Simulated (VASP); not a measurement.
# C (P-1) in VASP: further runs, part 2 of 2

VASP 6.6.1. The steps go on from the part before.

## Step 3: Single point, PBE+D3(BJ)

This run uses another cell than the first one, of 9.11 Å³/atom, 1.031 times its volume.

INCAR reads:

```
SYSTEM = C
PREC = Accurate
ENCUT = 520
EDIFF = 1E-7
ISMEAR = 0
SIGMA = 0.05
LREAL = .FALSE.
LASPH = .TRUE.
NELM = 100
ALGO = Normal
ISIF = 2
LWAVE = .FALSE.
LCHARG = .FALSE.
GGA = PE
IVDW = 12
NBANDS = 31
```

KPOINTS reads:

```
Automatic mesh
0
G
  7 11 3
  0 0 0
```

POSCAR reads:

```
C
1.0
    0.0000000000      1.4231666446     -3.3613878322
   -2.4649969361      0.0000000000      0.0000000000
    2.0541641134     10.0012315354      2.3578897831
C
10
Direct
    0.2901230194      0.3008086757      0.8409704108
    0.7455730545      0.6538871362      0.0646645635
    0.8817105458      0.3156175211      0.2587410253
    0.0178480370      0.9773479060      0.4528174871
    0.1539855282      0.6390782908      0.6468939490
    0.7905644367      0.2078432486      0.1294118983
   -0.0732980721      0.8695736335      0.3234883602
    0.0628394191      0.5313040183      0.5175648220
    0.1989769103      1.1930344032      0.7116412838
    0.3351144015      0.8547647881      0.9057177457
```

Potentials or basis: VASP PAW PBE potentials, release 64 (C).

Run with:

```
cat potpaw_PBE.64/C/POTCAR > POTCAR
mpirun -np 1 vasp_std > vasp.out
```

OUTCAR:

```text
SYSTEM = C
   PREC = Accurate
   ENCUT = 520
   EDIFF = 1E-7
   ISMEAR = 0
   LREAL = .FALSE.
   LASPH = .TRUE.
   NELM = 100
   ISIF = 2
   GGA = PE
   IVDW = 12
 IVDW          = 12

 ion  position               nearest neighbor table
   1  0.290  0.301  0.841-  10 1.42  10 1.42   9 1.42
   2  0.746  0.654  0.065-   6 1.42   6 1.42
   3  0.882  0.316  0.259-   7 1.42   7 1.42   6 1.42
   4  0.018  0.977  0.453-   8 1.42   7 1.42   8 1.42
   5  0.154  0.639  0.647-   9 1.42   9 1.42   8 1.42
[... 1048 lines left out ...]
  in kB     -39.23354   -45.87212   -10.81715   -60.76349    32.96370    -6.37522
  external pressure =      -31.97 kB  Pullay stress =        0.00 kB

 VOLUME and BASIS-vectors are now :
 -----------------------------------------------------------------------------
  energy-cutoff  :      520.00
  volume of cell :       91.14
      direct lattice vectors                 reciprocal lattice vectors
     0.000000000  1.423166645 -3.361387832     0.000000000  0.063772101 -0.270495914
    -2.464996936  0.000000000  0.000000000    -0.405680017  0.075760809  0.032076113
     2.054164113 10.001231535  2.357889783     0.000000000  0.090912971  0.038491336

 POSITION                                       TOTAL-FORCE (eV/Angst)
 -----------------------------------------------------------------------------------
      0.98600      8.82363      1.00770        -0.146190      1.909095     -0.370514
     -1.47900      1.70780     -2.35369        -1.552692      0.290865      0.882092
     -0.24650      3.84255     -2.35369        -0.217453      0.589838     -0.218744
     -1.47900      4.55413      1.00770        -0.037422      0.096147      0.056139
     -0.24650      6.68888      1.00770        -0.029994      0.139253      0.010212
     -0.24650      2.41938     -2.35225         0.146190     -1.909095      0.370514
     -1.47900      4.55413     -2.35225         0.029994     -0.139253     -0.010212
     -0.24650      5.26572      1.00913         0.037422     -0.096147     -0.056139
      0.98600      7.40047      1.00913         0.217453     -0.589838      0.218744
     -0.24650      9.53522      1.00913         1.552692     -0.290865     -0.882092
 -----------------------------------------------------------------------------------
    total drift:                                0.000003     -0.000023     -0.000015

  FREE ENERGIE OF THE ION-ELECTRON SYSTEM (eV)
  ---------------------------------------------------
  free  energy   TOTEN  =       -88.4630510822 eV

  energy  without entropy=      -88.4616598625  energy(sigma->0) =      -88.46235547
```

OSZICAR:

```text
N       E                     dE             d eps       ncg     rms          rms(c)
DAV:   1     0.133720821198E+03    0.13372E+03   -0.20440E+04  7192   0.120E+03
DAV:   2    -0.811325071256E+02   -0.21485E+03   -0.20655E+03  9164   0.250E+02
DAV:   3    -0.920820933885E+02   -0.10950E+02   -0.10859E+02  9176   0.548E+01
DAV:   4    -0.922325514075E+02   -0.15046E+00   -0.15025E+00  9694   0.720E+00
DAV:   5    -0.922357668036E+02   -0.32154E-02   -0.32147E-02  9266   0.991E-01    0.137E+01
DAV:   6    -0.880866224327E+02    0.41491E+01   -0.51513E+00  8837   0.101E+01    0.794E+00
DAV:   7    -0.868633202775E+02    0.12233E+01   -0.35802E+00  8881   0.847E+00    0.259E+00
DAV:   8    -0.868732595818E+02   -0.99393E-02   -0.22573E-01  9486   0.244E+00    0.113E+00
DAV:   9    -0.868748955784E+02   -0.16360E-02   -0.25766E-02  8924   0.810E-01    0.163E-01
DAV:  10    -0.868752401059E+02   -0.34453E-03   -0.15325E-03  9630   0.232E-01    0.715E-02
DAV:  11    -0.868754355833E+02   -0.19548E-03   -0.35707E-04  8862   0.101E-01    0.280E-02
DAV:  12    -0.868754934798E+02   -0.57897E-04   -0.58688E-05  8787   0.424E-02    0.775E-03
DAV:  13    -0.868754983100E+02   -0.48302E-05   -0.64951E-06  9628   0.145E-02    0.287E-03
DAV:  14    -0.868754983536E+02   -0.43564E-07   -0.66877E-07  9069   0.458E-03
   1 F= -.88463051E+02 E0= -.88462355E+02  d E =-.139122E-02
```

Wall time 3.1 min (1 thread of AMD EPYC 9R45 (Zen 5), shared host); peak memory 0.3 GiB.

What came out:

```
Free energy                : -88.4631 eV
Pressure                   : -3.2 GPa
Largest force              : 1.950 eV/Å
Band gap on the k mesh     : zero (band 20 reaches 4.21 eV, above the bottom of band 21 at 4.10 eV)
Dispersion energy per atom : -0.159 eV
```

Forces on the atoms (eV/Å):
```
C   -0.146  1.909 -0.371
C   -1.553  0.291  0.882
C   -0.217  0.590 -0.219
C   -0.037  0.096  0.056
C   -0.030  0.139  0.010
C    0.146 -1.909  0.371
C    0.030 -0.139 -0.010
C    0.037 -0.096 -0.056
C    0.217 -0.590  0.219
C    1.553 -0.291 -0.882
```

Stress tensor (GPa, compression positive):
```
-3.92 -6.08 -0.64
-6.08 -4.59  3.30
-0.64  3.30 -1.08
```

Caveat: pairwise dispersion overbinds metals, which lowers pressure and volume; forces of over 1 eV/Å act on the atoms, so gaps and moduli don't describe the material at rest.

## Step 4: Single point, PBE+D3(BJ)

This run uses another cell than the first one, of 9.11 Å³/atom, 1.031 times its volume.

INCAR reads:

```
  PREC = Accurate
  ENCUT = 520
  EDIFF = 1E-6
  ISMEAR = 0
  SIGMA = 0.05
  LREAL = F
  LASPH = T
  NELM = 80
  ALGO = Normal
  ISIF = 2
  LWAVE = F
  LCHARG = F
  GGA = PE
  IVDW = 12
  NBANDS = 31
```

KPOINTS reads:

```
regular mesh
0
Gamma
  7 11 3
```

POSCAR reads:

```
C
1.0
    0.0000000000      1.4231666446     -3.3613878322
   -2.4649969361      0.0000000000      0.0000000000
    2.8758297588     10.4756204169      1.2374271723
C
10
Direct
    0.0097995491      0.5811321459      0.8409704108
    0.7240182001      0.6754419907      0.0646645635
    0.7954635373      0.4018645295      0.2587410253
   -0.1330911254      1.1282870683      0.4528174871
   -0.0616457881      0.8547096071      0.6468939490
    0.7474271372      0.2509805481      0.1294118983
   -0.1811275255      0.9774030869      0.3234883602
   -0.1096821882      0.7038256257      0.5175648220
   -0.0382368510      1.4302481645      0.7116412838
    0.0332084863      1.1566707033      0.9057177457
```

Run with:

```
cat potpaw_PBE.64/C/POTCAR > POTCAR
mpirun -np 1 vasp_std > vasp.out
```

Run time: 2.9 min. Hardware: 1 thread of AMD EPYC 9R45 (Zen 5), shared host; peak memory 0.31 GiB.

The run converged. Its results:

```
Free energy                : -88.7503 eV
Pressure                   : -0.2 GPa
Largest force              : 4.960 eV/Å
Band gap on the k mesh     : zero (band 20 reaches 4.25 eV, above the bottom of band 21 at 4.20 eV)
Dispersion energy per atom : -0.153 eV
```

Forces on the atoms (eV/Å):
```
C    0.347  0.121 -0.542
C    4.227  0.629 -2.518
C    0.478  0.472  0.746
C    0.056  0.085 -0.090
C    0.035  0.079  0.063
C   -0.347 -0.121  0.542
C   -0.035 -0.079 -0.063
C   -0.056 -0.085  0.090
C   -0.478 -0.472 -0.746
C   -4.227 -0.629  2.518
```

Stress tensor (GPa, compression positive):
```
-3.56 12.52  9.57
12.52  6.29  2.44
 9.57  2.44 -3.18
```

Levels at points of the mesh, in eV from the Fermi level:
```
           k point  band 17  band 18  band 19  band 20  band 21  band 22  band 23  band 24
(0.00, 0.00, 0.00)    -3.72    -3.21    -3.02    -0.85     1.96     2.12     4.84     5.62
```

Caveat: pairwise dispersion overbinds metals, which lowers pressure and volume; forces of over 1 eV/Å act on the atoms, so gaps and moduli don't describe the material at rest.

## Step 5: Single point, PBE+D3(BJ)

This run uses another cell than the first one, of 9.11 Å³/atom, 1.031 times its volume.

Edit INCAR of step 4 so:

```diff
@@ -7,3 +7,3 @@
   LASPH = T
-  NELM = 80
+  NELM = 60
   ALGO = Normal
```

KPOINTS is that of step 4.

POSCAR reads:

```
C
1.0
    0.0000000000      1.4231666446     -3.3613878322
   -2.4649969361      0.0000000000      0.0000000000
    2.6704133475     10.3570231966      1.5175428250
C
10
Direct
    0.0798804167      0.5110512784      0.8409704108
    0.7294069137      0.6700532771      0.0646645635
    0.8170252894      0.3803027774      0.2587410253
   -0.0953563348      1.0905522777      0.4528174871
   -0.0077379590      0.8008017781      0.6468939490
    0.7582114621      0.2401962232      0.1294118983
   -0.1541701622      0.9504457235      0.3234883602
   -0.0665517864      0.6606952238      0.5175648220
    0.0210665894      1.3709447242      0.7116412838
    0.1086849651      1.0811942245      0.9057177457
```

Run with:

```
cat potpaw_PBE.64/C/POTCAR > POTCAR
mpirun -np 1 vasp_std > vasp.out
```

It took 3 min on 1 thread of AMD EPYC 9R45 (Zen 5), shared host; peak memory 0.3 GiB.

Results (log left out):

```
Free energy                : -87.7046 eV
Pressure                   : 0.7 GPa
Largest force              : 2.583 eV/Å
Band gap on the k mesh     : zero (band 20 reaches 4.17 eV, above the bottom of band 21 at 3.98 eV)
Dispersion energy per atom : -0.155 eV
```

Forces in eV/Å, atoms in the order of the input:
```
C    0.195  0.673 -0.187
C    2.197  1.181 -0.672
C    0.276  0.641  0.611
C    0.042  0.084 -0.074
C    0.027  0.113  0.071
C   -0.195 -0.673  0.187
C   -0.027 -0.113 -0.071
C   -0.042 -0.084  0.074
C   -0.276 -0.641 -0.611
C   -2.197 -1.181  0.672
```

Stress tensor (GPa, compression positive):
```
-2.26  6.19  6.21
 6.19  5.40  3.81
 6.21  3.81 -0.89
```

Levels at points of the mesh, in eV from the Fermi level:
```tsv
k point	band 17	band 18	band 19	band 20	band 21	band 22	band 23	band 24
(0.00, 0.00, 0.00)	-3.57	-3.15	-2.73	-0.74	1.68	1.99	4.98	5.27
```

Caveat: pairwise dispersion overbinds metals, which lowers pressure and volume; forces of over 1 eV/Å act on the atoms, so gaps and moduli don't describe the material at rest.

## Step 6: Overview

| cell | gap on the mesh (eV) | pressure (GPa) | largest force (eV/Å) |
| --- | --- | --- | --- |
| a = 3.650, b = 2.465, c = 10.522 Å, angles 104.7, 75.5, 90.0°, 10 atoms | none | 4.4 | 3.49 |
| a = 3.650, b = 2.465, c = 10.479 Å, angles 101.3, 80.5, 90.0°, 10 atoms | none | -3.2 | 1.95 |
| a = 3.650, b = 2.465, c = 10.933 Å, angles 105.2, 74.4, 90.0°, 10 atoms | none | -0.2 | 4.96 |
| a = 3.650, b = 2.465, c = 10.803 Å, angles 104.3, 75.9, 90.0°, 10 atoms | none | 0.7 | 2.58 |

Alike in all rows: task single point; level PBE+D3(BJ); potentials or basis VASP PAW PBE potentials, release 64 (C); no spin polarisation; k mesh 7 × 11 × 3; cutoff (eV) 520; smearing gaussian 0.05 eV.

Caveats: pairwise dispersion overbinds metals, which lowers pressure and volume; forces of over 1 eV/Å act on the atoms, so gaps and moduli don't describe the material at rest.

Total energies depend on the potentials used, so only differences within one code and one set of settings carry meaning.
